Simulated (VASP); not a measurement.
# SiC (Moissanite 3C) (F-43m) in VASP: a series of runs, part 2 of 2

VASP 6.6.1. The steps go on from the part before.

## 4. Single point, PBE

This run uses another cell than the first one, of 10.50 Å³/atom, 1.044 times its volume.

File INCAR:

```
SYSTEM = SiC
PREC = Accurate
ENCUT = 520
EDIFF = 1E-6
ISMEAR = 0
SIGMA = 0.01
LREAL = .False.
LASPH = .True.
NELM = 100
ALGO = Normal
ISIF = 2
LWAVE = .False.
LCHARG = .False.
GGA = PE
NBANDS = 11
```

File KPOINTS:

```
regular mesh
0
Gamma
  8 8 8
  0 0 0
```

File POSCAR:

```
SiC
1.0
    0.0000000000      2.1897582745      2.1897582745
    2.1897582745      0.0000000000      2.1897582745
    2.1897582745      2.1897582745      0.0000000000
Si C
1 1
Direct
    0.0000000000      0.0000000000      0.0000000000
    0.2500000000      0.2500000000      0.2500000000
```

Potentials or basis: VASP PAW PBE potentials, release 64 (Si, C).

On the command line:

```bash
$ cat potpaw_PBE.64/Si/POTCAR potpaw_PBE.64/C/POTCAR > POTCAR
$ mpirun -np 1 vasp_std > vasp.out
```

OUTCAR:

```text
SYSTEM = SiC
   PREC = Accurate
   ENCUT = 520
   EDIFF = 1E-6
   ISMEAR = 0
   LREAL = .False.
   LASPH = .True.
   NELM = 100
   ISIF = 2
   GGA = PE

 ion  position               nearest neighbor table
   1  0.000  0.000  0.000-   2 1.90   2 1.90   2 1.90   2 1.90
   2  0.250  0.250  0.250-   1 1.90   1 1.90   1 1.90   1 1.90

  LATTYP: Found a face centered cubic cell.
 ALAT       =     4.3795165490

  Lattice vectors:

 A1 = (   0.0000000000,   2.1897582745,   2.1897582745)
 A2 = (   2.1897582745,   0.0000000000,   2.1897582745)
 A3 = (   2.1897582745,   2.1897582745,   0.0000000000)

Analysis of symmetry for initial positions (statically):
=====================================================================
 Subroutine PRICEL returns:
 Original cell was already a primitive cell.

 Routine SETGRP: Setting up the symmetry group for a
 face centered cubic supercell.

 Subroutine GETGRP returns: Found 24 space group operations
 (whereof 24 operations were pure point group operations)
 out of a pool of 48 trial point group operations.

The static configuration has the point symmetry T_d .

Analysis of symmetry for dynamics (positions and initial velocities):
[... 166 lines left out ...]
 k-point     1 :       0.0000    0.0000    0.0000
  band No.  band energies     occupation
      1      -7.3452      2.00000
      2       7.9430      2.00000
      3       7.9430      2.00000
      4       7.9430      2.00000
      5      14.0037      0.00000
      6      15.1476      0.00000
      7      15.1476      0.00000
      8      15.1476      0.00000
      9      22.3627      0.00000
     10      22.3627      0.00000
     11      24.1945      0.00000
[... 309 lines left out ...]
 k-point    24 :      -0.3750    0.2500    0.1250
  band No.  band energies     occupation
      1      -3.1924      2.00000
      2       0.1823      2.00000
      3       4.2589      2.00000
      4       5.7060      2.00000
      5      13.1592      0.00000
      6      15.1150      0.00000
      7      17.9680      0.00000
      8      18.8187      0.00000
      9      21.2219      0.00000
     10      24.0325      0.00000
     11      27.0921      0.00000

 [... further k-points ...]
[... 5 lines left out ...]
  --------------------------------------------------------------------------------------
  -------------------------------------------------------------------------------------
  Total       -0.0013726     -0.0013726     -0.0013726      0.0000000      0.0000000     -0.0000000
  in kB       -0.1047200     -0.1047200     -0.1047200      0.0000000      0.0000000     -0.0000000
  external PRESSURE =      -0.1047200 kB  Pullay stress =       0.0000000 kB

 VOLUME and BASIS-vectors are now :
 -----------------------------------------------------------------------------
  energy-cutoff  :      520.00
  volume of cell :       21.00
      direct lattice vectors                 reciprocal lattice vectors
     0.000000000  2.189758274  2.189758274    -0.228335705  0.228335705  0.228335705
     2.189758274  0.000000000  2.189758274     0.228335705 -0.228335705  0.228335705
     2.189758274  2.189758274  0.000000000     0.228335705  0.228335705 -0.228335705

 POSITION                                       TOTAL-FORCE (eV/Angst)
 -----------------------------------------------------------------------------------
      0.00000      0.00000      0.00000        -0.000000      0.000000      0.000000
      1.09488      1.09488      1.09488         0.000000     -0.000000     -0.000000
 -----------------------------------------------------------------------------------
    total drift:                                0.000000      0.000000      0.000000

  FREE ENERGIE OF THE ION-ELECTRON SYSTEM (eV)
  ---------------------------------------------------
  free  energy   TOTEN  =       -15.0597882899 eV

  energy  without entropy=      -15.0597882899  energy(sigma->0) =      -15.05978829
```

OSZICAR:

```text
N       E                     dE             d eps       ncg     rms          rms(c)
DAV:   1     0.244520605719E+01    0.24452E+01   -0.38702E+03   673   0.602E+02
DAV:   2    -0.162982802659E+02   -0.18743E+02   -0.17822E+02   811   0.107E+02
DAV:   3    -0.168725655493E+02   -0.57429E+00   -0.57346E+00   779   0.157E+01
DAV:   4    -0.168748136829E+02   -0.22481E-02   -0.22480E-02   750   0.127E+00
DAV:   5    -0.168748240232E+02   -0.10340E-04   -0.10340E-04   779   0.792E-02    0.866E+00
DAV:   6    -0.151125937733E+02    0.17622E+01   -0.64714E+00   713   0.113E+01    0.382E+00
DAV:   7    -0.150671589474E+02    0.45435E-01   -0.36379E-01   761   0.346E+00    0.176E+00
DAV:   8    -0.150595635231E+02    0.75954E-02   -0.19936E-02   716   0.940E-01    0.171E-01
DAV:   9    -0.150596726661E+02   -0.10914E-03   -0.16395E-03   810   0.229E-01    0.112E-01
DAV:  10    -0.150597855471E+02   -0.11288E-03   -0.24224E-04   716   0.942E-02    0.258E-02
DAV:  11    -0.150597878458E+02   -0.22987E-05   -0.43013E-05   758   0.337E-02    0.693E-03
DAV:  12    -0.150597882899E+02   -0.44413E-06   -0.19101E-06   596   0.836E-03
   1 F= -.15059788E+02 E0= -.15059788E+02  d E =-.126844E-36
```

stdout:

```text
POSCAR found type information on POSCAR SiC
 POSCAR found :  2 types and       2 ions
 scaLAPACK will be used
 LDA part: xc-table for (Slater+PW92), standard interpolation
 POSCAR, INCAR and KPOINTS ok, starting setup
 FFT: planning ... GRIDC
 FFT: planning ... GRID_SOFT
 FFT: planning ... GRID
 WAVECAR not read
 entering main loop
```

It took 7.6 s on 1 thread of AMD EPYC 7R43 (Zen 3), shared host; peak memory 0.1 GiB.

What came out:

```
Free energy            : -15.0598 eV
Pressure               : 0.0 GPa
Band gap on the k mesh : 1.37 eV, indirect (least direct gap 4.53 eV)
```

## 5. Single point, PBE

This run uses another cell than the first one, of 10.27 Å³/atom, 1.021 times its volume.

File INCAR:

```
SYSTEM = SiC
PREC = Accurate
ENCUT = 520
EDIFF = 1E-6
ISMEAR = 0
SIGMA = 0.01
LREAL = .FALSE.
LASPH = .TRUE.
NELM = 80
ALGO = Normal
ISIF = 2
LWAVE = .FALSE.
LCHARG = .FALSE.
GGA = PE
NBANDS = 11
```

File KPOINTS:

```
Automatic mesh
0
G
  8 8 8
  0 0 0
```

File POSCAR:

```
SiC
1.0
    0.0000000000      2.1734899995      2.1734899995
    2.1734899995      0.0000000000      2.1734899995
    2.1734899995      2.1734899995      0.0000000000
Si C
1 1
Direct
    0.0000000000      0.0000000000      0.0000000000
    0.2500000000      0.2500000000      0.2500000000
```

Potentials or basis: VASP PAW PBE potentials, release 64 (Si, C).

On the command line:

```bash
$ cat potpaw_PBE.64/Si/POTCAR potpaw_PBE.64/C/POTCAR > POTCAR
$ mpirun -np 1 vasp_std > vasp.out
```

OUTCAR:

```text
SYSTEM = SiC
   PREC = Accurate
   ENCUT = 520
   EDIFF = 1E-6
   ISMEAR = 0
   LREAL = .FALSE.
   LASPH = .TRUE.
   NELM = 80
   ISIF = 2
   GGA = PE

 ion  position               nearest neighbor table
   1  0.000  0.000  0.000-   2 1.88   2 1.88   2 1.88   2 1.88
   2  0.250  0.250  0.250-   1 1.88   1 1.88   1 1.88   1 1.88

  LATTYP: Found a face centered cubic cell.
 ALAT       =     4.3469799990

  Lattice vectors:

 A1 = (   0.0000000000,   2.1734899995,   2.1734899995)
 A2 = (   2.1734899995,   0.0000000000,   2.1734899995)
 A3 = (   2.1734899995,   2.1734899995,   0.0000000000)

Analysis of symmetry for initial positions (statically):
=====================================================================
 Subroutine PRICEL returns:
 Original cell was already a primitive cell.

 Routine SETGRP: Setting up the symmetry group for a
 face centered cubic supercell.

 Subroutine GETGRP returns: Found 24 space group operations
 (whereof 24 operations were pure point group operations)
 out of a pool of 48 trial point group operations.

The static configuration has the point symmetry T_d .

Analysis of symmetry for dynamics (positions and initial velocities):
=====================================================================
 Subroutine PRICEL returns:
 Original cell was already a primitive cell.

 Routine SETGRP: Setting up the symmetry group for a
 face centered cubic supercell.

 Subroutine GETGRP returns: Found 24 space group operations
 (whereof 24 operations were pure point group operations)
 out of a pool of 48 trial point group operations.

The dynamic configuration has the point symmetry T_d .

 Subroutine INISYM returns: Found 24 space group operations
 (whereof 24 operations are pure point group operations),
 and found     1 'primitive' translations

----------------------------------------------------------------------------------------

                                     Primitive cell

  volume of cell :      20.5354

  direct lattice vectors                    reciprocal lattice vectors
[... 112 lines left out ...]
   GGA     = PE    functional components
   LHFCALC =     F    Hartree Fock is set to
   AEXX    =    0.0000 exact exchange contribution
   IVDW    =     0    specifies the selected vdW correction
   LEPSILON=     F    determine dielectric tensor
   LRPA    =     F    only Hartree local field effects (RPA)
 non-spin polarized calculation
 Gauss-broadening in eV      SIGMA  =   0.01
  energy-cutoff  :      520.00
  volume of cell :       20.54
 maximum number of plane-waves:       568
   NGX = 11   NGY = 11   NGZ = 11

 number of electron       8.0000001 magnetization

 Free energy of the ion-electron system (eV)
  ---------------------------------------------------
  ext. energy  EPLUGINS =         0.00000000
  ---------------------------------------------------
  free energy    TOTEN  =       -15.05264029 eV

  energy without entropy =      -15.05264029  energy(sigma->0) =      -15.05264029

 E-fermi :   8.2363     XC(G=0): -11.3892

 val. band max:        8.1934091627   @ k =   0.0000   0.0000   0.0000
 cond. band min:       9.5423654407   @ k =   0.5000   0.5000   0.0000
 fundamental gap:      1.3489562780
 Fermi energy:         8.2362521526

 k-point     1 :       0.0000    0.0000    0.0000
  band No.  band energies     occupation
      1      -7.2701      2.00000
      2       8.1934      2.00000
      3       8.1934      2.00000
      4       8.1934      2.00000
      5      14.5163      0.00000
      6      15.5529      0.00000
      7      15.5529      0.00000
      8      15.5529      0.00000
      9      22.7436      0.00000
     10      22.7436      0.00000
     11      24.7915      0.00000
[... 309 lines left out ...]
 k-point    24 :      -0.3750    0.2500    0.1250
  band No.  band energies     occupation
      1      -3.0229      2.00000
      2       0.3326      2.00000
      3       4.4737      2.00000
      4       5.9250      2.00000
      5      13.4570      0.00000
      6      15.5222      0.00000
      7      18.4056      0.00000
      8      19.2594      0.00000
      9      21.6912      0.00000
     10      24.4848      0.00000
     11      27.6124      0.00000

 [... further k-points ...]
[... 5 lines left out ...]
  --------------------------------------------------------------------------------------
  -------------------------------------------------------------------------------------
  Total        0.6348397      0.6348397      0.6348397      0.0000000      0.0000000      0.0000000
  in kB       49.5303874     49.5303874     49.5303874      0.0000000      0.0000000      0.0000000
  external PRESSURE =      49.5303874 kB  Pullay stress =       0.0000000 kB

 VOLUME and BASIS-vectors are now :
 -----------------------------------------------------------------------------
  energy-cutoff  :      520.00
  volume of cell :       20.54
      direct lattice vectors                 reciprocal lattice vectors
     0.000000000  2.173490000  2.173490000    -0.230044767  0.230044767  0.230044767
     2.173490000  0.000000000  2.173490000     0.230044767 -0.230044767  0.230044767
     2.173490000  2.173490000  0.000000000     0.230044767  0.230044767 -0.230044767

 POSITION                                       TOTAL-FORCE (eV/Angst)
 -----------------------------------------------------------------------------------
      0.00000      0.00000      0.00000         0.000000     -0.000000     -0.000000
      1.08674      1.08674      1.08674        -0.000000      0.000000      0.000000
 -----------------------------------------------------------------------------------
    total drift:                                0.000000      0.000000      0.000000

  FREE ENERGIE OF THE ION-ELECTRON SYSTEM (eV)
  ---------------------------------------------------
  free  energy   TOTEN  =       -15.0526402854 eV

  energy  without entropy=      -15.0526402854  energy(sigma->0) =      -15.05264029
```

OSZICAR:

```text
N       E                     dE             d eps       ncg     rms          rms(c)
DAV:   1     0.422674881134E+01    0.42267E+01   -0.38691E+03   654   0.606E+02
DAV:   2    -0.162889454174E+02   -0.20516E+02   -0.19481E+02   791   0.113E+02
DAV:   3    -0.169274482722E+02   -0.63850E+00   -0.63713E+00   802   0.164E+01
DAV:   4    -0.169297753999E+02   -0.23271E-02   -0.23270E-02   717   0.125E+00
DAV:   5    -0.169297848085E+02   -0.94086E-05   -0.94086E-05   793   0.743E-02    0.889E+00
DAV:   6    -0.151125466835E+02    0.18172E+01   -0.65026E+00   710   0.114E+01    0.395E+00
DAV:   7    -0.150601928701E+02    0.52354E-01   -0.39109E-01   761   0.357E+00    0.180E+00
DAV:   8    -0.150524117735E+02    0.77811E-02   -0.20261E-02   713   0.949E-01    0.171E-01
DAV:   9    -0.150525288342E+02   -0.11706E-03   -0.15643E-03   805   0.227E-01    0.113E-01
DAV:  10    -0.150526377752E+02   -0.10894E-03   -0.23107E-04   716   0.926E-02    0.260E-02
DAV:  11    -0.150526398953E+02   -0.21201E-05   -0.40923E-05   761   0.332E-02    0.694E-03
DAV:  12    -0.150526402854E+02   -0.39012E-06   -0.19177E-06   609   0.828E-03
   1 F= -.15052640E+02 E0= -.15052640E+02  d E =-.352839E-12
```

stdout:

```text
POSCAR found type information on POSCAR SiC
 POSCAR found :  2 types and       2 ions
 scaLAPACK will be used
 LDA part: xc-table for (Slater+PW92), standard interpolation
 POSCAR, INCAR and KPOINTS ok, starting setup
 FFT: planning ... GRIDC
 FFT: planning ... GRID_SOFT
 FFT: planning ... GRID
 WAVECAR not read
 entering main loop
```

Run time: 7.4 s. Hardware: 1 thread of AMD EPYC 7R43 (Zen 3), shared host; peak memory 0.1 GiB.

What came out:

```
Free energy            : -15.0526 eV
Pressure               : 5.0 GPa
Band gap on the k mesh : 1.35 eV, indirect (least direct gap 4.55 eV)
```

A k mesh can miss the band edges. PBE gaps usually lie below the measured ones, often by a third to a half.

## 6. The runs side by side

```tsv
cell	gap on the mesh (eV)	pressure (GPa)
a = 3.053 Å, angles 60.0°, 2 atoms	1.33	9.9
a = 3.015 Å, angles 60.0°, 2 atoms	1.29	19.9
a = 3.097 Å, angles 60.0°, 2 atoms	1.37	0.0
a = 3.074 Å, angles 60.0°, 2 atoms	1.35	5.0
```

Alike in all rows: task single point; level PBE; potentials or basis VASP PAW PBE potentials, release 64 (Si, C); no spin polarisation; k mesh 8 × 8 × 8; cutoff (eV) 520; smearing gaussian 0.01 eV.

Total energies depend on the potentials used, so only differences within one code and one set of settings carry meaning.

## 7. Comparison with measurements

Step 4. Measured gap of SiC: 2.4 eV (indirect; quoted in “Insight into the structural, elastic and electronic properties of a new orthorhombic 6O-SiC polytype”, 2020, pmc:7200658). This calculation gives 1.37 eV (-1.03 eV). The value is that of PBE on a finite k mesh, which can miss the band edges, without temperature or zero-point motion. Semilocal functionals fall short of measured gaps as a rule.
